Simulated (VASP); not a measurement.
# Y (P1) in VASP: relaxation of cell and atoms with PBE

Aim: the relaxation of cell and atoms of Y with PBE.

Everything below comes from runs of VASP 6.6.1. Logs are shortened: lines on timing, memory, paths and dates and some standing lists are left out, and cuts for length are marked.

**1. The cell of the first run**

The typed cell holds 4 atoms: a = 3.504 Å, b = 6.205 Å, c = 6.249 Å, α = 109.56°, β = 87.68°, γ = 90.09°.

**2. Relaxation of cell and atoms, PBE**

Contents of INCAR:

```
  PREC = Accurate
  ENCUT = 600
  EDIFF = 1E-6
  ISMEAR = 0
  SIGMA = 0.2
  LREAL = False
  LASPH = True
  NELM = 60
  ALGO = Fast
  ISIF = 3
  LWAVE = False
  LCHARG = False
  GGA = PE
  IBRION = 2
  NSW = 80
  EDIFFG = -0.025
```

Contents of KPOINTS:

```
regular mesh
0
Gamma
  6 4 4
```

Contents of POSCAR:

```
Y
1.0
   -0.0457630307     -2.5198901675     -2.4348610718
    5.0735393649     -2.5228202944      2.5292920923
   -5.0999222221     -2.6407199024      2.4641664050
Y
4
Direct
    0.0072217659     -0.0007042936      0.0147034928
    0.5151498588      0.9966460771      0.4904949183
    0.4578115912      0.5052700954     -0.0044679269
    0.0198167842      0.4987881211      0.4992695157
```

Potentials or basis: VASP PAW PBE potentials, release 64 (Y_sv).

Run with:

```sh
$ cat potpaw_PBE.64/Y_sv/POTCAR > POTCAR
$ mpirun -np 1 vasp_std > vasp.out
```

OUTCAR:

```text
PREC = Accurate
   ENCUT = 600
   EDIFF = 1E-6
   ISMEAR = 0
   LREAL = False
   LASPH = True
   NELM = 60
   ISIF = 3
   GGA = PE
   IBRION = 2
   NSW = 80
   EDIFFG = -0.025

 ion  position               nearest neighbor table
   1  0.007  0.999  0.015-   2 3.38   3 3.41   2 3.53   4 3.54   3 3.55   3 3.59   4 3.65   2 3.66
                             3 3.72   2 3.76
   2  0.515  0.997  0.490-   1 3.38   1 3.53   4 3.55   3 3.56   4 3.56   4 3.57   4 3.58   3 3.64
                             1 3.66   1 3.76
   3  0.458  0.505  0.996-   1 3.41   4 3.46   4 3.50   1 3.55   2 3.56   1 3.59   4 3.59   2 3.64
                             1 3.72   4 3.79
   4  0.020  0.499  0.499-   3 3.46   3 3.50   1 3.54   2 3.55   2 3.56   2 3.57   2 3.58   3 3.59
                             1 3.65   3 3.79

  LATTYP: Found a triclinic cell.
 ALAT       =     6.2493779167
 B/A-ratio  =     1.6280585526
 C/A-ratio  =     2.3476732701
 COS(alpha) =     0.0012241287
 COS(beta)  =     0.5590894507
 COS(gamma) =     0.8183698913

  Lattice vectors:

 A1 = (   5.0999222221,   2.6407199024,  -2.4641664050)
 A2 = (  10.1734615870,   0.1178996080,   0.0651256873)
 A3 = (   0.0070026837,   7.8071902261, -12.4217780664)

Analysis of symmetry for initial positions (statically):
=====================================================================
 Subroutine PRICEL returns:
 Original cell was already a primitive cell.

 Routine SETGRP: Setting up the symmetry group for a
 triclinic supercell.

 Subroutine GETGRP returns: Found  1 space group operations
 (whereof  1 operations were pure point group operations)
 out of a pool of  2 trial point group operations.

The static configuration has the point symmetry C_1 .

Analysis of symmetry for dynamics (positions and initial velocities):
=====================================================================
 Subroutine PRICEL returns:
 Original cell was already a primitive cell.

 Routine SETGRP: Setting up the symmetry group for a
 triclinic supercell.

 Subroutine GETGRP returns: Found  1 space group operations
 (whereof  1 operations were pure point group operations)
 out of a pool of  2 trial point group operations.

The dynamic configuration has the point symmetry C_1 .

 Subroutine INISYM returns: Found  1 space group operations
 (whereof  1 operations are pure point group operations),
 and found     1 'primitive' translations

----------------------------------------------------------------------------------------

                                     Primitive cell

  volume of cell :     127.9363

  direct lattice vectors                    reciprocal lattice vectors
    -0.045763031 -2.519890167 -2.434861072     0.003615103 -0.198545956 -0.205289510
     5.073539365 -2.522820294  2.529292092     0.098793018 -0.097942243  0.099505730
    -5.099922222 -2.640719902  2.464166405    -0.097831918 -0.095653961  0.100833088

  length of vectors
     3.504352886  6.205057809  6.249377917     0.285617486  0.171038398  0.169964926

  position of ions in fractional coordinates (direct lattice)
     0.007221766  0.999295706  0.014703493
     0.515149859  0.996646077  0.490494918
     0.457811591  0.505270095  0.995532073
     0.019816784  0.498788121  0.499269516

  ion indices of the primitive-cell ions
   primitive index   ion index
                 1           1
                 2           2
                 3           3
                 4           4

----------------------------------------------------------------------------------------

 KPOINTS: regular mesh

Automatic generation of k-mesh.
 Grid dimensions read from file:
 generate k-points for:    6    4    4

 Generating k-lattice:

  Cartesian coordinates                     Fractional coordinates (reciprocal lattice)
     0.000602517 -0.033090993 -0.034214918     0.166666667 -0.000000000 -0.000000000
     0.024698254 -0.024485561  0.024876432    -0.000000000  0.250000000  0.000000000
    -0.024457979 -0.023913490  0.025208272     0.000000000 -0.000000000  0.250000000

  Length of vectors
     0.047602914  0.042759600  0.042491232

  Shift w.r.t. Gamma in fractional coordinates (k-lattice)
     0.000000000  0.000000000  0.000000000

 Subroutine IBZKPT returns following result:
 ===========================================

 Found     52 irreducible k-points:

 Following reciprocal coordinates:
            Coordinates               Weight
  0.000000  0.000000  0.000000      1.000000
  0.166667 -0.000000  0.000000      2.000000
  0.333333 -0.000000  0.000000      2.000000
  0.500000  0.000000  0.000000      1.000000
 -0.000000  0.250000  0.000000      2.000000
  0.166667  0.250000  0.000000      2.000000
[... 16 lines left out ...]
  0.333333  0.250000  0.250000      2.000000
  0.500000  0.250000  0.250000      2.000000
 [... further k-points ...]
   k-points           NKPTS =     52   k-points in BZ     NKDIM =     52   number of bands    NBANDS=     26
   number of dos      NEDOS =    301   number of ions     NIONS =      4
   total plane-waves  NPLWV =  70000
   dimension x,y,z NGX =    28 NGY =   50 NGZ =   50
   dimension x,y,z NGXF=    56 NGYF=  100 NGZF=  100
   ions per type =               4
   NGX,Y,Z   is equivalent  to a cutoff of  13.28, 13.40, 13.30 a.u.
   NGXF,Y,Z  is equivalent  to a cutoff of  26.57, 26.79, 26.60 a.u.
 SYSTEM =  unknown system
   PREC   = accura    normal or accurate (medium, high low for compatibility)
   ISTART =      0    job   : 0-new  1-cont  2-samecut
   ICHARG =      2    charge: 1-file 2-atom 10-const
   ISPIN  =      1    spin polarized calculation?
   LNONCOLLINEAR =      F non collinear calculations
   LSORBIT =      F    spin-orbit coupling
   LASPH  =      T    aspherical Exc in radial PAW
   ENCUT  =  600.0 eV  44.10 Ry    6.64 a.u.   7.00 12.39 12.48*2*pi/ulx,y,z
   NELM   =     60;   NELMIN=  2; NELMDL= -5     # of ELM steps
   EDIFF  = 0.1E-05   stopping-criterion for ELM
   LREAL  =      F    real-space projection
   EDIFFG = -.3E-01   stopping-criterion for IOM
   NSW    =     80    number of steps for IOM
   IBRION =      2    ionic relax: 0-MD 1-quasi-New 2-CG
   NFREE  =      1    steps in history (QN), initial steepest desc. (CG)
   ISIF   =      3    stress and relaxation
   ISYM   =      2    0-nonsym 1-usesym 2-fastsym
   POTIM  = 0.5000    time-step for ionic-motion
   TEBEG  =    0.0;   TEEND  =   0.0 temperature during run
   PSTRESS=    0.0 pullay stress
   NELECT =      44.0000    total number of electrons
   NUPDOWN=      -1.0000    fix difference up-down
   EMIN   =  10.00;   EMAX   =-10.00  energy-range for DOS
   EFERMI =   0.00;   METHOD = LEGACY
   ISMEAR =     0;   SIGMA  =   0.20  broadening in eV -4-tet -1-fermi 0-gaus
   EFERMI_NEDOS =   21; number of points for ismear=-14 and -15
   IALGO  =     68    algorithm
   IMIX   =      4    mixing-type and parameters
     AMIX     =   0.40;   BMIX     =  1.00
     AMIX_MAG =   1.60;   BMIX_MAG =  1.00
  volume/ion in A,a.u.               =      31.98       215.84
  Fermi-wavevector in a.u.,A,eV,Ry     =   1.146994  2.167504 17.899757  1.315595
  Thomas-Fermi vector in A             =   2.283676
   LORBIT       =      0    0 simple, 1 ext, 2 COOP (PROOUT), +10 PAW based schemes
   GGA     = PE    functional components
   LHFCALC =     F    Hartree Fock is set to
   AEXX    =    0.0000 exact exchange contribution
   IVDW    =     0    specifies the selected vdW correction
   LEPSILON=     F    determine dielectric tensor
   LRPA    =     F    only Hartree local field effects (RPA)
 conjugate gradient relaxation of ions
 non-spin polarized calculation
 RMM-DIIS sequential band-by-band and
 Gauss-broadening in eV      SIGMA  =   0.20
  energy-cutoff  :      600.00
  volume of cell :      127.94
 maximum number of plane-waves:      4296
   NGX = 13   NGY = 25   NGZ = 25

--------------------------------------- Ionic step        1  -------------------------------------------

 number of electron      44.0000001 magnetization

 Free energy of the ion-electron system (eV)
  ---------------------------------------------------
  ext. energy  EPLUGINS =         0.00000000
  ---------------------------------------------------
  free energy    TOTEN  =       -25.60585671 eV

  energy without entropy =      -25.48326037  energy(sigma->0) =      -25.54455854

------------------------ aborting loop because EDIFF is reached ----------------------------------------

  FORCE on cell =-STRESS in cart. coord.  units (eV):
  Direction    XX          YY          ZZ          XY          YZ          ZX
  --------------------------------------------------------------------------------------
  -------------------------------------------------------------------------------------
  Total        0.4249128      0.2614310      0.9211032     -0.3982303      0.5779050     -0.3294273
  in kB        5.3212855      3.2739636     11.5351970     -4.9871346      7.2372431     -4.1254977
  external PRESSURE =       6.7101487 kB  Pullay stress =       0.0000000 kB
[... 95 lines left out ...]
  FREE ENERGIE OF THE ION-ELECTRON SYSTEM (eV)
  ---------------------------------------------------
  free  energy   TOTEN  =       -25.6641150530 eV

  energy  without entropy=      -25.5320196837  energy(sigma->0) =      -25.59806737

[... ionic steps 4 to 12 ...]

--------------------------------------- Ionic step       13  -------------------------------------------

 number of electron      43.9999998 magnetization

------------------------ aborting loop because EDIFF is reached ----------------------------------------
[... 71 lines left out ...]
--------------------------------------- Ionic step       15  -------------------------------------------

 number of electron      43.9999998 magnetization

 Free energy of the ion-electron system (eV)
  ---------------------------------------------------
  ext. energy  EPLUGINS =         0.00000000
  ---------------------------------------------------
  free energy    TOTEN  =       -25.70618208 eV

  energy without entropy =      -25.58232982  energy(sigma->0) =      -25.64425595

 E-fermi :   3.1274     XC(G=0):  -9.4788

 val. band max:        3.0949252616   @ k =   0.1667   0.5000   0.5000
 cond. band min:       3.1320182086   @ k =   0.3333   0.0000   0.5000
 fundamental gap:      0.0370929471
 Fermi energy:         3.1274392637

 k-point     1 :       0.0000    0.0000    0.0000
  band No.  band energies     occupation
      1     -39.5458      2.00000
      2     -39.4795      2.00000
      3     -39.4794      2.00000
      4     -39.4563      2.00000
      5     -19.8147      2.00000
      6     -19.8143      2.00000
[... 685 lines left out ...]
     25       3.9650      0.00000
     26       3.9823      0.00000

 [... further k-points ...]

------------------------ aborting loop because EDIFF is reached ----------------------------------------

  FORCE on cell =-STRESS in cart. coord.  units (eV):
  Direction    XX          YY          ZZ          XY          YZ          ZX
  --------------------------------------------------------------------------------------
  -------------------------------------------------------------------------------------
  Total        0.0580906     -0.0071968      0.0185260     -0.0049660     -0.0088473      0.0064643
  in kB        0.7185370     -0.0890187      0.2291525     -0.0614256     -0.1094342      0.0799580
  external PRESSURE =       0.2862236 kB  Pullay stress =       0.0000000 kB
[... 19 lines left out ...]
  FREE ENERGIE OF THE ION-ELECTRON SYSTEM (eV)
  ---------------------------------------------------
  free  energy   TOTEN  =       -25.7061820805 eV

  energy  without entropy=      -25.5823298239  energy(sigma->0) =      -25.64425595

 reached required accuracy - stopping structural energy minimisation
```

Wall time 38 min (1 thread of Intel Xeon 6975P-C (Granite Rapids), shared host); peak memory 0.43 GiB.

What came out:

- Free energy: -25.7062 eV
- Relaxed volume: 32.38 Å³/atom
- Relaxed cell: a = 3.583 Å, b = 6.184 Å, c = 6.186 Å, α = 109.06°, β = 89.97°, γ = 89.96°
- Space group after relaxing (to 0.1 Å): Fm-3m (No. 225)
- Energy gained by relaxing: 25.1 meV/atom
- Ionic steps: 15
- Pressure after relaxing: 0.0 GPa
- Largest force after relaxing: 0.023 eV/Å
- Band gap on the k mesh: zero (bands 22 and 23 overlap by 1.08 eV)

Forces on the atoms (eV/Å):
```
Y    0.010  0.010 -0.004
Y   -0.003 -0.006  0.013
Y    0.005 -0.003 -0.022
Y   -0.012 -0.001  0.013
```

Step by step:
```tsv
step	energy change (eV)	largest force (eV/Å)	pressure (GPa)	volume (Å³)
1	0.0000	0.4708	0.67	127.94
2	-0.0429	0.3626	-0.16	130.42
3	-0.0583	0.2984	-0.92	132.96
4	-0.0848	0.2000	-0.19	130.26
5	-0.0877	0.1524	0.19	129.03
6	-0.0940	0.1041	0.08	129.35
7	-0.0952	0.1174	0.02	129.53
8	-0.0967	0.0963	-0.02	129.71
9	-0.0989	0.0485	-0.15	130.13
10	-0.0991	0.0379	-0.20	130.30
11	-0.1000	0.0327	-0.01	129.71
12	-0.1001	0.0314	0.03	129.54
13	-0.1000	0.0294	0.13	129.20
14	-0.1001	0.0314	0.06	129.44
15	-0.1003	0.0231	0.03	129.53
```

Final structure:
```yaml
crystal:
  lattice:
    - [-0.00011, -2.53433, -2.53247]
    - [5.03663, -2.53896, 2.53476]
    - [-5.03744, -2.53984, 2.53697]
  atoms:
    - { symbol: Y, position: [0.99990, 0.00013, 0.00055] }
    - { symbol: Y, position: [0.50180, 0.99966, 0.49970] }
    - { symbol: Y, position: [0.49758, 0.50031, 0.00034] }
    - { symbol: Y, position: [0.00072, 0.49991, 0.49941] }
```

Levels at points of the mesh, in eV from the Fermi level:
| k point | band 20 | band 21 | band 22 | band 23 | band 24 | band 25 |
| --- | --- | --- | --- | --- | --- | --- |
| (0.00, 0.00, 0.00) | -1.76 | -0.89 | 0.62 | 0.62 | 1.60 | 1.62 |
| (0.50, 0.00, 0.00) | -0.75 | 0.24 | 0.24 | 0.25 | 0.25 | 0.34 |
| (0.00, 0.50, 0.00) | -1.25 | -0.32 | -0.31 | 0.71 | 0.72 | 0.90 |
| (0.50, 0.50, 0.00) | -1.25 | -0.31 | -0.30 | -0.29 | -0.29 | 0.85 |
| (0.00, 0.00, 0.50) | -1.25 | -0.31 | -0.31 | 0.70 | 0.73 | 0.90 |
| (0.50, 0.00, 0.50) | -1.25 | -0.30 | -0.30 | -0.29 | -0.29 | 0.86 |
| (0.00, 0.50, 0.50) | -1.63 | 0.17 | 0.17 | 0.35 | 0.35 | 0.62 |
| (0.50, 0.50, 0.50) | -1.76 | -0.88 | -0.88 | 0.63 | 0.63 | 1.58 |

The gap in the log of VASP goes by the Fermi energy; the results here count the filled bands.